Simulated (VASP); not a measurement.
**Bi: single point with PBE**

The system is Bi.

```
CELL_PARAMETERS angstrom
2.26750 1.30914 3.93800
-2.26750 1.30914 3.93800
0.00000 -2.61828 3.93800
ATOMIC_POSITIONS crystal
Bi 0.23625 0.23625 0.23625
Bi 0.76375 0.76375 0.76375
```

- Program: VASP 6.6.1
- Task: single point
- Functional: PBE
- Potentials or basis: VASP PAW PBE potentials, release 64 (Bi_d)
- Cutoff: 520 eV
- k mesh: 9 × 9 × 9
- Occupations: fermi-dirac, width 0.05 eV
- Spin: no spin polarisation

```json
{"Pressure": "1.6 GPa", "Band gap on the k mesh": "zero (bands 15 and 16 overlap by 0.01 eV)"}
```

Stress tensor (GPa, compression positive):
```
1.67 0.00 0.00
0.00 1.67 0.00
0.00 0.00 1.46
```

Levels at points of the mesh, in eV from the Fermi level:
| k point | band 13 | band 14 | band 15 | band 16 | band 17 | band 18 |
| --- | --- | --- | --- | --- | --- | --- |
| (0.00, 0.00, 0.00) | -1.52 | -1.16 | -1.16 | 2.69 | 3.02 | 3.02 |

It took 2.8 min on 1 thread of Intel Xeon 8259CL (shared host), peak memory 0.26 GiB.

Caveat: spin-orbit coupling is left out, which moves the levels of the heavy elements.
